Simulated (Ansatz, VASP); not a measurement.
## Two plane-wave programs on MnAs

The input INCAR:

```
SYSTEM = MnAs
  PREC = Accurate
  ENCUT = 520
  EDIFF = 1E-8
  ISMEAR = -1
  SIGMA = 0.02
  LREAL = .FALSE.
  LASPH = .TRUE.
  NELM = 150
  ALGO = Normal
  ISIF = 2
  LWAVE = .FALSE.
  LCHARG = .FALSE.
  ISPIN = 2
  MAGMOM = 4 4 0 0
  LORBIT = 11
  LMAXMIX = 4
  GGA = PE
  LEFG = .TRUE.
  NBANDS = 30
```

Contents of KPOINTS:

```
Automatic mesh
0
G
  9 9 5
  0 0 0
```

Contents of POSCAR:

```
MnAs
1.0
    3.7100000000      0.0000000000      0.0000000000
   -1.8550000000      3.2129542480      0.0000000000
    0.0000000000      0.0000000000      5.6910000000
Mn As
2 2
Direct
    0.0000000000      0.0000000000      0.0000000000
    0.0000000000      0.0000000000      0.5000000000
    0.3333333333      0.6666666667      0.2500000000
    0.6666666667      0.3333333333      0.7500000000
```

Input for Ansatz:

```yaml
crystal:
  lattice:
    - [3.71, 0.0, 0.0]
    - [-1.855, 3.212954248, 0.0]
    - [0.0, 0.0, 5.691]
  atoms:
    - { symbol: Mn, position: [0.0, 0.0, 0.0], spin: 4.0 }
    - { symbol: Mn, position: [0.0, 0.0, 0.5], spin: 4.0 }
    - { symbol: As, position: [0.3333333333, 0.6666666667, 0.25] }
    - { symbol: As, position: [0.6666666667, 0.3333333333, 0.75] }
magnetization:
  spin_polarized: true
kpoints:
  mp_grid: { grid: [9, 9, 5] }
scf:
  occupations: { method: fermi_dirac, width: 0.02 }
hamiltonian:
  xc: pbe
  pseudopotentials: { kind: paw }
output:
  forces: true
  stress: true
  populations: true
  efg:
    quadrupole_moments_barn: { Mn: 0.33, As: 0.311 }
    contact_densities: true
```

Alike in both runs: task electric field gradients; functional PBE; k mesh 9 × 9 × 5; occupations fermi-dirac, width 0.02 eV; collinear spin.

|  | VASP | Ansatz |
| --- | --- | --- |
| version | VASP 6.6.1 | Ansatz 0.2.0 |
| potentials or method | VASP PAW PBE potentials, release 64 (Mn_pv, As) | plane-wave PAW, scalar-relativistic |
| plane-wave cutoff (eV) | 520 | 420 |
| valence electrons in the cell | 36 | 60 |

```csv
,VASP,Ansatz,Ansatz less VASP
pressure (GPa),-3.7,-3.7,-0.08
"traceless stress, the component that is largest in VASP (GPa)",-1.76,-1.81,-0.048
net moment per atom (μB),1.55,1.56,+0.005
size of the moment on the site where the two differ most (μB),3.17,3.13,-0.041
size of Vzz on the site where it differs most (V/Å²),38.2,41.1,+2.91
```

Site moments also hang on the region over which each program counts them. With one functional, cell and mesh, what is left measures potentials, basis and numerics. VASP's potentials hold 36 valence electrons a cell and Ansatz's 60, so a difference there can come from the potentials and not from the codes.
